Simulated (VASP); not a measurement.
# In (Immm) in VASP: further runs

Runs on In. Level: PBEsol. Tasks: single point.

Program: VASP 6.6.1. These are calculated values, not measurements. Logs are shortened: lines on timing, memory, paths and dates and some standing lists are left out, and cuts for length are marked.

### Step 1. The cell of the first run

Symmetry: Immm, No. 71, orthorhombic system. The conventional cell has a = 3.252 Å, b = 3.285 Å, c = 4.948 Å, α = 90.00°, β = 90.00°, γ = 90.00°. In (site symmetry mmm) has 12 In at 3.25 to 3.39 Å within 4.3 Å.

### Step 2. Single point, PBEsol (strain +0.0100 x Voigt [0, 1, 0, 0, 0, 0])

INCAR

```
SYSTEM = In
PREC = Accurate ; ENCUT = 520
EDIFF = 1E-6 ; ISMEAR = 0
SIGMA = 0.15 ; LREAL = .False.
LASPH = .True. ; NELM = 60
ALGO = Fast ; ISIF = 2
LWAVE = .False. ; LCHARG = .False.
GGA = PS ; NBANDS = 12
```

KPOINTS

```
regular mesh
0
Gamma
  20 20 20
  0 0 0
```

POSCAR

```
In
1.0
   -1.6261500000      1.6424115000      2.4739500000
    1.6261500000     -1.6424115000      2.4739500000
    1.6261500000      1.6424115000     -2.4739500000
In
1
Direct
    0.0000000000      0.0000000000      0.0000000000
```

Potentials or basis: VASP PAW PBE potentials, release 64 (In_d).

On the command line:

```console
cat potpaw_PBE.64/In_d/POTCAR > POTCAR
mpirun -np 1 vasp_std > vasp.out
```

OUTCAR:

```text
SYSTEM = In
   PREC = Accurate
   ENCUT = 520
   EDIFF = 1E-6
   ISMEAR = 0
   LREAL = .False.
   LASPH = .True.
   NELM = 60
   ISIF = 2
   GGA = PS

 ion  position               nearest neighbor table
   1  0.000  0.000  0.000-

  LATTYP: Found a body centered orthorhombic cell.
 ALAT       =     3.2523000000
 B/A-ratio  =     1.0100000000
 C/A-ratio  =     1.5213541186

  Lattice vectors:

 A1 = (  -1.6261500000,   1.6424115000,   2.4739500000)
 A2 = (   1.6261500000,  -1.6424115000,   2.4739500000)
 A3 = (   1.6261500000,   1.6424115000,  -2.4739500000)

Analysis of symmetry for initial positions (statically):
=====================================================================
 Subroutine PRICEL returns:
 Original cell was already a primitive cell.

 Routine SETGRP: Setting up the symmetry group for a
 body centered orthorhombic supercell.

 Subroutine GETGRP returns: Found  8 space group operations
 (whereof  8 operations were pure point group operations)
 out of a pool of  8 trial point group operations.

The static configuration has the point symmetry D_2h.

Analysis of symmetry for dynamics (positions and initial velocities):
=====================================================================
 Subroutine PRICEL returns:
 Original cell was already a primitive cell.

 Routine SETGRP: Setting up the symmetry group for a
 body centered orthorhombic supercell.

 Subroutine GETGRP returns: Found  8 space group operations
 (whereof  8 operations were pure point group operations)
 out of a pool of  8 trial point group operations.

The dynamic configuration has the point symmetry D_2h.

 Subroutine INISYM returns: Found  8 space group operations
 (whereof  8 operations are pure point group operations),
 and found     1 'primitive' translations

----------------------------------------------------------------------------------------

                                     Primitive cell

  volume of cell :      26.4298

  direct lattice vectors                    reciprocal lattice vectors
    -1.626150000  1.642411500  2.473950000     0.000000000  0.304430406  0.202105944
     1.626150000 -1.642411500  2.473950000     0.307474710  0.000000000  0.202105944
     1.626150000  1.642411500 -2.473950000     0.307474710  0.304430406  0.000000000

  length of vectors
     3.385603042  3.385603042  3.385603042     0.365410296  0.367950418  0.432687612

  position of ions in fractional coordinates (direct lattice)
     0.000000000  0.000000000  0.000000000

  ion indices of the primitive-cell ions
   primitive index   ion index
                 1           1

----------------------------------------------------------------------------------------

 KPOINTS: regular mesh

Automatic generation of k-mesh.
 Grid dimensions read from file:
 generate k-points for:   20   20   20

 Generating k-lattice:

  Cartesian coordinates                     Fractional coordinates (reciprocal lattice)
     0.000000000  0.015221520  0.010105297     0.050000000  0.000000000 -0.000000000
     0.015373736  0.000000000  0.010105297     0.000000000  0.050000000 -0.000000000
     0.015373736  0.015221520  0.000000000     0.000000000  0.000000000  0.050000000

  Length of vectors
     0.018270515  0.018397521  0.021634381

  Shift w.r.t. Gamma in fractional coordinates (k-lattice)
     0.000000000  0.000000000  0.000000000

 Subroutine IBZKPT returns following result:
 ===========================================

 Found   1166 irreducible k-points:

 Following reciprocal coordinates:
            Coordinates               Weight
  0.000000  0.000000  0.000000      1.000000
  0.050000 -0.000000  0.000000      4.000000
  0.100000 -0.000000  0.000000      4.000000
  0.150000  0.000000  0.000000      4.000000
  0.200000 -0.000000  0.000000      4.000000
  0.250000 -0.000000  0.000000      4.000000
[... 16 lines left out ...]
 -0.450000  0.050000 -0.000000      8.000000
 -0.400000  0.050000 -0.000000      8.000000
 [... further k-points ...]
   k-points           NKPTS =   1166   k-points in BZ     NKDIM =   1166   number of bands    NBANDS=     12
   number of dos      NEDOS =    301   number of ions     NIONS =      1
   total plane-waves  NPLWV =  21952
   dimension x,y,z NGX =    28 NGY =   28 NGZ =   28
   dimension x,y,z NGXF=    56 NGYF=   56 NGZF=   56
   ions per type =               1
   NGX,Y,Z   is equivalent  to a cutoff of  13.75, 13.75, 13.75 a.u.
   NGXF,Y,Z  is equivalent  to a cutoff of  27.50, 27.50, 27.50 a.u.
 SYSTEM =  In
   PREC   = accura    normal or accurate (medium, high low for compatibility)
   ISTART =      0    job   : 0-new  1-cont  2-samecut
   ICHARG =      2    charge: 1-file 2-atom 10-const
   ISPIN  =      1    spin polarized calculation?
   LNONCOLLINEAR =      F non collinear calculations
   LSORBIT =      F    spin-orbit coupling
   LASPH  =      T    aspherical Exc in radial PAW
   ENCUT  =  520.0 eV  38.22 Ry    6.18 a.u.   6.29  6.29  6.29*2*pi/ulx,y,z
   NELM   =     60;   NELMIN=  2; NELMDL= -5     # of ELM steps
   EDIFF  = 0.1E-05   stopping-criterion for ELM
   LREAL  =      F    real-space projection
   EDIFFG = 0.1E-04   stopping-criterion for IOM
   NSW    =      0    number of steps for IOM
   IBRION =     -1    ionic relax: 0-MD 1-quasi-New 2-CG
   NFREE  =      0    steps in history (QN), initial steepest desc. (CG)
   ISIF   =      2    stress and relaxation
   ISYM   =      2    0-nonsym 1-usesym 2-fastsym
   POTIM  = 0.5000    time-step for ionic-motion
   TEBEG  =    0.0;   TEEND  =   0.0 temperature during run
   PSTRESS=    0.0 pullay stress
   NELECT =      13.0000    total number of electrons
   NUPDOWN=      -1.0000    fix difference up-down
   EMIN   =  10.00;   EMAX   =-10.00  energy-range for DOS
   EFERMI =   0.00;   METHOD = LEGACY
   ISMEAR =     0;   SIGMA  =   0.15  broadening in eV -4-tet -1-fermi 0-gaus
   EFERMI_NEDOS =   21; number of points for ismear=-14 and -15
   IALGO  =     68    algorithm
   IMIX   =      4    mixing-type and parameters
     AMIX     =   0.40;   BMIX     =  1.00
     AMIX_MAG =   1.60;   BMIX_MAG =  1.00
  volume/ion in A,a.u.               =      26.43       178.36
  Fermi-wavevector in a.u.,A,eV,Ry     =   1.292284  2.442064 22.721717  1.669999
  Thomas-Fermi vector in A             =   2.424002
   LORBIT       =      0    0 simple, 1 ext, 2 COOP (PROOUT), +10 PAW based schemes
   GGA     = PS    functional components
   LHFCALC =     F    Hartree Fock is set to
   AEXX    =    0.0000 exact exchange contribution
   IVDW    =     0    specifies the selected vdW correction
   LEPSILON=     F    determine dielectric tensor
   LRPA    =     F    only Hartree local field effects (RPA)
 non-spin polarized calculation
 RMM-DIIS sequential band-by-band and
 Gauss-broadening in eV      SIGMA  =   0.15
  energy-cutoff  :      520.00
  volume of cell :       26.43
 maximum number of plane-waves:       726
 NGX is ok and might be reduce to    28
   NGX = 13   NGY = 13   NGZ = 13

 number of electron      13.0000004 magnetization

 Free energy of the ion-electron system (eV)
  ---------------------------------------------------
  ext. energy  EPLUGINS =         0.00000000
  ---------------------------------------------------
  free energy    TOTEN  =        -2.98302500 eV

  energy without entropy =       -2.97788095  energy(sigma->0) =       -2.98045297

 E-fermi :   7.2305     XC(G=0): -10.3566

 val. band max:        7.2290980297   @ k =   0.2500   0.1500   0.1500
 cond. band min:       7.2329681736   @ k =  -0.3000   0.3500   0.2000
 fundamental gap:      0.0038701438
 Fermi energy:         7.2304787333

 k-point     1 :       0.0000    0.0000    0.0000
  band No.  band energies     occupation
      1      -7.3572      2.00000
      2      -7.2668      2.00000
      3      -7.2546      2.00000
      4      -7.1737      2.00000
      5      -7.0791      2.00000
      6      -2.2542      2.00000
      7      17.5209      0.00000
      8      17.8039      0.00000
      9      17.8108      0.00000
     10      18.8147      0.00000
     11      21.0942      0.00000
     12      21.1011      0.00000

 k-point     2 :       0.0500   -0.0000    0.0000
  band No.  band energies     occupation
      1      -7.3538      2.00000
      2      -7.2666      2.00000
      3      -7.2506      2.00000
      4      -7.1731      2.00000
      5      -7.0805      2.00000
      6      -2.2003      2.00000
      7      16.8291      0.00000
      8      17.5775      0.00000
      9      17.7366      0.00000
     10      18.7095      0.00000
     11      21.2923      0.00000
     12      21.5251      0.00000

 k-point     3 :       0.1000   -0.0000    0.0000
  band No.  band energies     occupation
      1      -7.3453      2.00000
      2      -7.2669      2.00000
      3      -7.2399      2.00000
      4      -7.1693      2.00000
      5      -7.0839      2.00000
      6      -2.0378      2.00000
      7      15.2832      0.00000
      8      17.2133      0.00000
      9      17.5474      0.00000
     10      18.6493      0.00000
     11      21.5210      0.00000
     12      21.8904      0.00000
[... 286 lines left out ...]
 k-point    23 :      -0.4500    0.0500   -0.0000
  band No.  band energies     occupation
      1      -7.3513      2.00000
      2      -7.3206      2.00000
      3      -7.2365      2.00000
      4      -7.0063      2.00000
      5      -6.9683      2.00000
      6       1.9576      2.00000
      7       5.0658      2.00000
      8      14.5419      0.00000
      9      16.0238      0.00000
     10      17.8896      0.00000
     11      19.1109      0.00000
     12      21.1085      0.00000

 k-point    24 :      -0.4000    0.0500   -0.0000
  band No.  band energies     occupation
      1      -7.3445      2.00000
      2      -7.3139      2.00000
      3      -7.2297      2.00000
      4      -7.0271      2.00000
      5      -6.9880      2.00000
      6       1.0687      2.00000
      7       6.3395      2.00000
      8      14.6283      0.00000
      9      16.1890      0.00000
     10      18.0695      0.00000
     11      19.3621      0.00000
     12      21.0013      0.00000

 [... further k-points ...]
[... 5 lines left out ...]
  --------------------------------------------------------------------------------------
  -------------------------------------------------------------------------------------
  Total       -0.1980330     -0.2196636     -0.2374042     -0.0000000      0.0000000      0.0000000
  in kB      -12.0047932    -13.3160457    -14.3914798     -0.0000000      0.0000000      0.0000000
  external PRESSURE =     -13.2374396 kB  Pullay stress =       0.0000000 kB

 VOLUME and BASIS-vectors are now :
 -----------------------------------------------------------------------------
  energy-cutoff  :      520.00
  volume of cell :       26.43
      direct lattice vectors                 reciprocal lattice vectors
    -1.626150000  1.642411500  2.473950000     0.000000000  0.304430406  0.202105944
     1.626150000 -1.642411500  2.473950000     0.307474710  0.000000000  0.202105944
     1.626150000  1.642411500 -2.473950000     0.307474710  0.304430406  0.000000000

 POSITION                                       TOTAL-FORCE (eV/Angst)
 -----------------------------------------------------------------------------------
      0.00000      0.00000      0.00000        -0.000000      0.000000      0.000000
 -----------------------------------------------------------------------------------
    total drift:                               -0.000000     -0.000000     -0.000000

  FREE ENERGIE OF THE ION-ELECTRON SYSTEM (eV)
  ---------------------------------------------------
  free  energy   TOTEN  =        -2.9830249961 eV

  energy  without entropy=       -2.9778809486  energy(sigma->0) =       -2.98045297
```

Run time: 3.5 min. Hardware: 1 thread of Intel Xeon 6975P-C (Granite Rapids), shared host; peak memory 0.45 GiB.

Results:

- Free energy: -2.9830 eV
- Pressure: -1.3 GPa

Stress tensor (GPa, compression positive):
```
-1.20  0.00  0.00
 0.00 -1.33  0.00
 0.00  0.00 -1.44
```

Levels at points of the mesh, in eV from the Fermi level:
```csv
k point,band 2,band 3,band 4,band 5,band 6,band 7,band 8,band 9,band 10,band 11
"(0.00, 0.00, 0.00)",-14.50,-14.49,-14.40,-14.31,-9.48,10.29,10.57,10.58,11.58,13.86
"(0.50, 0.00, 0.00)",-14.56,-14.47,-14.22,-14.19,-4.37,-3.35,7.53,9.11,11.13,11.41
"(0.00, 0.50, 0.00)",-14.55,-14.48,-14.22,-14.18,-4.25,-3.32,7.53,8.91,10.98,11.48
"(0.50, 0.50, 0.00)",-14.65,-14.22,-14.20,-14.12,-1.95,-1.72,3.53,3.93,6.99,7.34
"(0.50, 0.50, 0.50)",-14.64,-14.21,-14.17,-14.17,-2.89,-2.61,4.50,4.78,7.95,8.24
```

Caveat: the cell differs from its parent crystal (strain +0.0100 x Voigt [0, 1, 0, 0, 0, 0]); the PAW data sets were made with another functional, which shifts forces and pressure a little; spin-orbit coupling is left out, which moves the levels of the heavy elements.

### Step 3. Single point, PBEsol (strain +0.0200 x Voigt [0, 1, 0, 0, 0, 0])

INCAR

```
SYSTEM = In
PREC     = Accurate       ! precision mode
ENCUT    = 520            ! plane-wave cutoff, eV
EDIFF    = 1E-7           ! SCF threshold, eV
ISMEAR   = 0              ! smearing method
SIGMA    = 0.15           ! smearing width, eV
LREAL    = .FALSE.        ! projectors in reciprocal space
LASPH    = .TRUE.         ! aspherical terms in the spheres
NELM     = 60             ! most SCF steps
ALGO     = Fast           ! electronic algorithm
ISIF     = 2              ! what is computed and relaxed
LWAVE    = .FALSE.        ! write WAVECAR
LCHARG   = .FALSE.        ! write CHGCAR
GGA      = PS             ! functional
NBANDS   = 12             ! bands
```

KPOINTS

```
Automatic mesh
0
G
  20 20 20
  0 0 0
```

POSCAR

```
In
1.0
   -1.6261500000      1.6586730000      2.4739500000
    1.6261500000     -1.6586730000      2.4739500000
    1.6261500000      1.6586730000     -2.4739500000
In
1
Direct
    0.0000000000      0.0000000000      0.0000000000
```

Potentials or basis: VASP PAW PBE potentials, release 64 (In_d).

On the command line:

```console
cat potpaw_PBE.64/In_d/POTCAR > POTCAR
mpirun -np 1 vasp_std > vasp.out
```

Wall time 6 min (1 thread of Intel Xeon 6975P-C, shared host); peak memory 0.46 GiB.

Results (log left out):

```yaml
Free_energy: -2.9805 eV
Pressure: -1.7 GPa
```

Stress tensor (GPa, compression positive):
```
-1.54  0.00  0.00
 0.00 -1.83  0.00
 0.00  0.00 -1.77
```

Levels at points of the mesh, in eV from the Fermi level:
```csv
k point,band 2,band 3,band 4,band 5,band 6,band 7,band 8,band 9,band 10,band 11
"(0.00, 0.00, 0.00)",-14.50,-14.47,-14.39,-14.31,-9.42,10.07,10.43,10.63,11.60,13.64
"(0.50, 0.00, 0.00)",-14.55,-14.46,-14.21,-14.19,-4.42,-3.33,7.53,9.08,11.15,11.38
"(0.00, 0.50, 0.00)",-14.53,-14.48,-14.22,-14.17,-4.19,-3.26,7.53,8.69,10.87,11.52
"(0.50, 0.50, 0.00)",-14.63,-14.22,-14.19,-14.12,-1.94,-1.77,3.55,3.91,6.96,7.32
"(0.50, 0.50, 0.50)",-14.63,-14.20,-14.17,-14.17,-2.85,-2.54,4.30,4.85,7.71,8.28
```

Caveat: the cell differs from its parent crystal (strain +0.0200 x Voigt [0, 1, 0, 0, 0, 0]); the PAW data sets were made with another functional, which shifts forces and pressure a little; spin-orbit coupling is left out, which moves the levels of the heavy elements.
